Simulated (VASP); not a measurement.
# MgS in VASP: further runs

Runs on MgS. Level: PBEsol. Tasks: single point.

Program: VASP 6.6.1. These are calculated values, not measurements. Logs are shortened: lines on timing, memory, paths and dates and some standing lists are left out, and cuts for length are marked.

## 1. The cell of the first run

It takes space group F-43m (No. 216, cubic). Conventional cell: a = 5.510 Å, b = 5.510 Å, c = 5.510 Å, α = 90.00°, β = 90.00°, γ = 90.00°. Within 3.2 Å of Mg (site symmetry -43m) lie 4 S at 2.39 Å. S (site symmetry -43m) has 4 Mg at 2.39 Å within 3.2 Å.

## 2. Single point, PBEsol

INCAR

```
SYSTEM = MgS
PREC = Accurate ; ENCUT = 520
EDIFF = 1E-7 ; ISMEAR = 0
SIGMA = 0.05 ; LREAL = .FALSE.
LASPH = .TRUE. ; NELM = 100
ALGO = Normal ; ISIF = 2
LWAVE = .FALSE. ; LCHARG = .FALSE.
GGA = PS ; NBANDS = 16
ISYM = 0
```

KPOINTS

```
Automatic mesh
0
G
  9 9 8
  0 0 0
```

POSCAR

```
MgS
1.0
    0.0000000000     -2.7552478472     -2.7552478472
   -2.7552478472      0.0000000000     -2.7552478472
    2.7552478472      2.7552478472     -5.5104956944
Mg S
2 2
Direct
    0.0000000000      0.0000000000      0.0000000000
    0.5000000000      0.5000000000      0.5000000000
    0.3750000000      0.3750000000      0.8750000000
    0.8750000000      0.8750000000      0.3750000000
```

Potentials or basis: VASP PAW PBE potentials, release 64 (Mg, S).

Started as:

```console
$ cat potpaw_PBE.64/Mg/POTCAR potpaw_PBE.64/S/POTCAR > POTCAR
$ mpirun -np 1 vasp_std > vasp.out
```

OUTCAR:

```text
SYSTEM = MgS
   PREC = Accurate
   ENCUT = 520
   EDIFF = 1E-7
   ISMEAR = 0
   LREAL = .FALSE.
   LASPH = .TRUE.
   NELM = 100
   ISIF = 2
   GGA = PS
   ISYM = 0

 ion  position               nearest neighbor table
   1  0.000  0.000  0.000-   3 2.39   3 2.39   3 2.39   4 2.39
   2  0.500  0.500  0.500-   4 2.39   4 2.39   3 2.39   4 2.39
   3  0.375  0.375  0.875-   1 2.39   1 2.39   1 2.39   2 2.39
   4  0.875  0.875  0.375-   2 2.39   2 2.39   1 2.39   2 2.39

IMPORTANT INFORMATION: All symmetrisations will be switched off!
NOSYMM: (Re-)initialisation of all symmetry stuff for point group C_1.

----------------------------------------------------------------------------------------

                                     Primitive cell

  volume of cell :      83.6647

  direct lattice vectors                    reciprocal lattice vectors
     0.000000000 -2.755247847 -2.755247847     0.090735939 -0.272207816 -0.090735939
    -2.755247847  0.000000000 -2.755247847    -0.272207816  0.090735939 -0.090735939
     2.755247847  2.755247847 -5.510495694     0.090735939  0.090735939 -0.090735939

  length of vectors
     3.896508873  3.896508873  6.748951341     0.300937064  0.300937064  0.157159256

  position of ions in fractional coordinates (direct lattice)
     0.000000000  0.000000000  0.000000000
     0.500000000  0.500000000  0.500000000
     0.375000000  0.375000000  0.875000000
     0.875000000  0.875000000  0.375000000

  ion indices of the primitive-cell ions
   primitive index   ion index
                 1           1
                 2           2
                 3           3
                 4           4

----------------------------------------------------------------------------------------

 KPOINTS: Automatic mesh

Automatic generation of k-mesh.
 Grid dimensions read from file:
 generate k-points for:    9    9    8

 Generating k-lattice:

  Cartesian coordinates                     Fractional coordinates (reciprocal lattice)
     0.010081771 -0.030245313 -0.010081771     0.111111111  0.000000000  0.000000000
    -0.030245313  0.010081771 -0.010081771     0.000000000  0.111111111  0.000000000
     0.011341992  0.011341992 -0.011341992     0.000000000  0.000000000  0.125000000

  Length of vectors
     0.033437452  0.033437452  0.019644907

  Shift w.r.t. Gamma in fractional coordinates (k-lattice)
     0.000000000  0.000000000  0.000000000

 -----------------------------------------------------------------------------
|                                                                             |
|           W    W    AA    RRRRR   N    N  II  N    N   GGGG   !!!           |
|           W    W   A  A   R    R  NN   N  II  NN   N  G    G  !!!           |
|           W    W  A    A  R    R  N N  N  II  N N  N  G       !!!           |
|           W WW W  AAAAAA  RRRRR   N  N N  II  N  N N  G  GGG   !            |
|           WW  WW  A    A  R   R   N   NN  II  N   NN  G    G                |
|           W    W  A    A  R    R  N    N  II  N    N   GGGG   !!!           |
|                                                                             |
|     Your reciprocal lattice and k-lattice belong to different lattice       |
|     classes:                                                                |
|                                                                             |
|        The reciprocal lattice is rhombohedral (trigonal),                   |
|        whereas your k-lattice is base-centered monoclinic.                  |
|                                                                             |
|     Results are often still useful ...                                      |
|                                                                             |
 -----------------------------------------------------------------------------

 WARNING: IBZKPT: internal override: KBLOWUP is changed to .FALSE.
      ... skipping the blow-up phase ...

 Subroutine IBZKPT returns following result:
 ===========================================

 Found    325 irreducible k-points:

 Following reciprocal coordinates:
            Coordinates               Weight
  0.000000  0.000000  0.000000      1.000000
  0.111111  0.000000 -0.000000      2.000000
  0.222222  0.000000 -0.000000      2.000000
  0.333333  0.000000  0.000000      2.000000
  0.444444  0.000000 -0.000000      2.000000
  0.000000  0.111111 -0.000000      2.000000
[... 16 lines left out ...]
 -0.111111  0.222222 -0.000000      2.000000
  0.000000  0.333333  0.000000      2.000000
 [... further k-points ...]
   k-points           NKPTS =    325   k-points in BZ     NKDIM =    325   number of bands    NBANDS=     16
   number of dos      NEDOS =    301   number of ions     NIONS =      4
   total plane-waves  NPLWV =  45000
   dimension x,y,z NGX =    30 NGY =   30 NGZ =   50
   dimension x,y,z NGXF=    60 NGYF=   60 NGZF=  100
   ions per type =               2   2
   NGX,Y,Z   is equivalent  to a cutoff of  12.80, 12.80, 12.32 a.u.
   NGXF,Y,Z  is equivalent  to a cutoff of  25.60, 25.60, 24.63 a.u.
 SYSTEM =  MgS
   PREC   = accura    normal or accurate (medium, high low for compatibility)
   ISTART =      0    job   : 0-new  1-cont  2-samecut
   ICHARG =      2    charge: 1-file 2-atom 10-const
   ISPIN  =      1    spin polarized calculation?
   LNONCOLLINEAR =      F non collinear calculations
   LSORBIT =      F    spin-orbit coupling
   LASPH  =      T    aspherical Exc in radial PAW
   ENCUT  =  520.0 eV  38.22 Ry    6.18 a.u.   7.24  7.24 12.55*2*pi/ulx,y,z
   NELM   =    100;   NELMIN=  2; NELMDL= -5     # of ELM steps
   EDIFF  = 0.1E-06   stopping-criterion for ELM
   LREAL  =      F    real-space projection
   EDIFFG = 0.1E-05   stopping-criterion for IOM
   NSW    =      0    number of steps for IOM
   IBRION =     -1    ionic relax: 0-MD 1-quasi-New 2-CG
   NFREE  =      0    steps in history (QN), initial steepest desc. (CG)
   ISIF   =      2    stress and relaxation
   ISYM   =      0    0-nonsym 1-usesym 2-fastsym
   POTIM  = 0.5000    time-step for ionic-motion
   TEBEG  =    0.0;   TEEND  =   0.0 temperature during run
   PSTRESS=    0.0 pullay stress
   NELECT =      16.0000    total number of electrons
   NUPDOWN=      -1.0000    fix difference up-down
   EMIN   =  10.00;   EMAX   =-10.00  energy-range for DOS
   EFERMI =   0.00;   METHOD = LEGACY
   ISMEAR =     0;   SIGMA  =   0.05  broadening in eV -4-tet -1-fermi 0-gaus
   EFERMI_NEDOS =   21; number of points for ismear=-14 and -15
   IALGO  =     38    algorithm
   IMIX   =      4    mixing-type and parameters
     AMIX     =   0.40;   BMIX     =  1.00
     AMIX_MAG =   1.60;   BMIX_MAG =  1.00
  volume/ion in A,a.u.               =      20.92       141.15
  Fermi-wavevector in a.u.,A,eV,Ry     =   0.943194  1.782377 12.103934  0.889614
  Thomas-Fermi vector in A             =   2.070877
   LORBIT       =      0    0 simple, 1 ext, 2 COOP (PROOUT), +10 PAW based schemes
   GGA     = PS    functional components
   LHFCALC =     F    Hartree Fock is set to
   AEXX    =    0.0000 exact exchange contribution
   IVDW    =     0    specifies the selected vdW correction
   LEPSILON=     F    determine dielectric tensor
   LRPA    =     F    only Hartree local field effects (RPA)
 non-spin polarized calculation
 Gauss-broadening in eV      SIGMA  =   0.05
  energy-cutoff  :      520.00
  volume of cell :       83.66
 maximum number of plane-waves:      2297
 NGX is ok and might be reduce to    30
   NGX = 15   NGY = 15   NGZ = 25

 number of electron      16.0000000 magnetization

 Free energy of the ion-electron system (eV)
  ---------------------------------------------------
  ext. energy  EPLUGINS =         0.00000000
  ---------------------------------------------------
  free energy    TOTEN  =       -17.73807398 eV

  energy without entropy =      -17.73807398  energy(sigma->0) =      -17.73807398

 E-fermi :   1.7343     XC(G=0):  -8.8950

 val. band max:        1.5318803312   @ k =   0.0000   0.0000   0.0000
 cond. band min:       5.2362219415   @ k =   0.0000   0.0000   0.0000
 fundamental gap:      3.7043416102
 Fermi energy:         1.7342911823

 k-point     1 :       0.0000    0.0000    0.0000
  band No.  band energies     occupation
      1     -10.0253      2.00000
      2      -9.1995      2.00000
      3      -1.9424      2.00000
      4       1.1760      2.00000
      5       1.1760      2.00000
      6       1.5319      2.00000
[... 8 lines left out ...]
     15       9.6089      0.00000
     16      10.3370      0.00000

 k-point     2 :       0.1111    0.0000   -0.0000
  band No.  band energies     occupation
      1      -9.9495      2.00000
      2      -9.1627      2.00000
      3      -1.8249      2.00000
      4       0.7716      2.00000
      5       1.0247      2.00000
      6       1.1063      2.00000
[... 8 lines left out ...]
     15       9.8302      0.00000
     16      10.7930      0.00000

 k-point     3 :       0.2222    0.0000   -0.0000
  band No.  band energies     occupation
      1      -9.7397      2.00000
      2      -9.0734      2.00000
      3      -1.4900      2.00000
      4      -0.0668      2.00000
      5       0.0702      2.00000
      6       0.9465      2.00000
[... 8 lines left out ...]
     15      10.3498      0.00000
     16      10.7009      0.00000

 k-point     4 :       0.3333    0.0000    0.0000
  band No.  band energies     occupation
      1      -9.4513      2.00000
      2      -8.9942      2.00000
      3      -1.0954      2.00000
      4      -0.7840      2.00000
      5      -0.7218      2.00000
      6       0.7949      2.00000
[... 8 lines left out ...]
     15      10.8530      0.00000
     16      11.2033      0.00000

 k-point     5 :       0.4444    0.0000   -0.0000
  band No.  band energies     occupation
      1      -9.1758      2.00000
      2      -9.0110      2.00000
      3      -1.3562      2.00000
      4      -1.3005      2.00000
      5      -0.2627      2.00000
      6       0.3660      2.00000
[... 8 lines left out ...]
     15      10.8534      0.00000
     16      11.1521      0.00000

 k-point     6 :       0.0000    0.1111   -0.0000
  band No.  band energies     occupation
      1      -9.9495      2.00000
      2      -9.1627      2.00000
      3      -1.8249      2.00000
      4       0.7716      2.00000
      5       1.0247      2.00000
      6       1.1063      2.00000
[... 8 lines left out ...]
     15       9.8302      0.00000
     16      10.7930      0.00000
[... 267 lines left out ...]
 k-point    21 :      -0.3333    0.2222    0.0000
  band No.  band energies     occupation
      1      -9.1214      2.00000
      2      -8.9422      2.00000
      3      -1.2418      2.00000
      4      -1.0542      2.00000
      5      -0.4875      2.00000
      6      -0.2248      2.00000
[... 8 lines left out ...]
     15      10.6616      0.00000
     16      11.0104      0.00000

 k-point    22 :      -0.2222    0.2222    0.0000
  band No.  band energies     occupation
      1      -9.3387      2.00000
      2      -8.9290      2.00000
      3      -0.9911      2.00000
      4      -0.9774      2.00000
      5      -0.5765      2.00000
      6       0.1139      2.00000
[... 8 lines left out ...]
     15      10.2451      0.00000
     16      10.5354      0.00000

 k-point    23 :      -0.1111    0.2222   -0.0000
  band No.  band energies     occupation
      1      -9.5708      2.00000
      2      -8.9941      2.00000
      3      -1.2430      2.00000
      4      -0.5048      2.00000
      5      -0.4288      2.00000
      6       0.6035      2.00000
[... 8 lines left out ...]
     15      10.3549      0.00000
     16      11.0528      0.00000

 k-point    24 :       0.0000    0.3333    0.0000
  band No.  band energies     occupation
      1      -9.4513      2.00000
      2      -8.9942      2.00000
      3      -1.0954      2.00000
      4      -0.7840      2.00000
      5      -0.7218      2.00000
      6       0.7949      2.00000
[... 8 lines left out ...]
     15      10.8530      0.00000
     16      11.2033      0.00000

 [... further k-points ...]
[... 5 lines left out ...]
  --------------------------------------------------------------------------------------
  -------------------------------------------------------------------------------------
  Total        2.6460325      2.6460318      2.6460108     -0.0001541      0.0000390      0.0000364
  in kB       50.6714983     50.6714848     50.6710834     -0.0029517      0.0007466      0.0006977
  external PRESSURE =      50.6713555 kB  Pullay stress =       0.0000000 kB

 VOLUME and BASIS-vectors are now :
 -----------------------------------------------------------------------------
  energy-cutoff  :      520.00
  volume of cell :       83.66
      direct lattice vectors                 reciprocal lattice vectors
     0.000000000 -2.755247847 -2.755247847     0.090735939 -0.272207816 -0.090735939
    -2.755247847  0.000000000 -2.755247847    -0.272207816  0.090735939 -0.090735939
     2.755247847  2.755247847 -5.510495694     0.090735939  0.090735939 -0.090735939

 POSITION                                       TOTAL-FORCE (eV/Angst)
 -----------------------------------------------------------------------------------
      0.00000      0.00000      0.00000        -0.000003     -0.000003      0.000002
      0.00000      0.00000     -5.51050        -0.000002     -0.000003      0.000002
      1.37762      1.37762     -6.88812         0.000003      0.000003     -0.000002
     -1.37762     -1.37762     -6.88812         0.000002      0.000003     -0.000002
 -----------------------------------------------------------------------------------
    total drift:                                0.000008      0.000009      0.000004

  FREE ENERGIE OF THE ION-ELECTRON SYSTEM (eV)
  ---------------------------------------------------
  free  energy   TOTEN  =       -17.7380739821 eV

  energy  without entropy=      -17.7380739821  energy(sigma->0) =      -17.73807398
```

It took 3.2 min on 1 thread of Oxide Virtual Turin-like, shared host; peak memory 0.47 GiB.

What came out:

- Free energy: -17.7381 eV
- Pressure: 5.1 GPa
- Band gap on the k mesh: 3.70 eV

Caveat: the cell stands under pressure; the PAW data sets were made with another functional, which shifts forces and pressure a little. A k mesh can miss the band edges.

## 3. Single point, PBEsol (atoms displaced along a vibrational mode, the cell strained)

INCAR

```
SYSTEM = MgS
PREC = Accurate ; ENCUT = 520
EDIFF = 1E-6 ; ISMEAR = 0
SIGMA = 0.05 ; LREAL = .False.
LASPH = .True. ; NELM = 100
ALGO = Normal ; ISIF = 2
LWAVE = .False. ; LCHARG = .True.
GGA = PS ; LELF = .True.
LVHAR = .True. ; NBANDS = 16
ISYM = 0
```

KPOINTS

```
Automatic mesh
0
Gamma
  9 9 8
  0 0 0
```

POSCAR

```
MgS
1.0
    0.0000000000     -2.7552478472     -2.7552478472
   -2.7552478472      0.0000000000     -2.7552478472
    2.7552478472      2.7552478472     -5.5104956944
Mg S
2 2
Direct
    0.0017363556      0.0017363556     -0.0052098293
    0.4982636444      0.4982636444      0.5052098293
    0.3757842905      0.3757842905      0.8726477249
    0.8742157095      0.8742157095      0.3773522751
```

Potentials or basis: VASP PAW PBE potentials, release 64 (Mg, S).

Started as:

```console
$ cat potpaw_PBE.64/Mg/POTCAR potpaw_PBE.64/S/POTCAR > POTCAR
$ mpirun -np 1 vasp_std > vasp.out
```

It took 6.9 min on 1 thread of Oxide Virtual Turin-like, shared host; peak memory 0.47 GiB.

Results (log left out):

| Item | Value |
| --- | --- |
| Free energy | -17.7202 eV |
| Pressure | 5.1 GPa |
| Largest force | 0.449 eV/Å |
| Band gap on the k mesh | 3.65 eV |

Forces on the atoms (eV/Å):
```
Mg   0.222  0.222 -0.222
Mg  -0.259 -0.259  0.259
S    0.176  0.176 -0.176
S   -0.139 -0.139  0.139
```

Stress tensor (GPa, compression positive):
```
 5.12  0.07 -0.07
 0.07  5.12 -0.07
-0.07 -0.07  5.12
```

Levels at points of the mesh, in eV from the valence-band top:
```csv
k point,band 5,band 6,band 7,band 8,band 9,band 10,band 11,band 12
"(0.00, 0.00, 0.00)",-0.44,-0.04,0.00,0.00,3.65,5.25,7.59,7.59
"(0.00, 0.00, 0.50)",-0.36,-0.36,-0.10,-0.10,5.09,5.27,7.84,8.11
```

Caveat: the cell differs from its parent crystal (atoms displaced along a vibrational mode, the cell strained); the cell stands under pressure; the PAW data sets were made with another functional, which shifts forces and pressure a little.
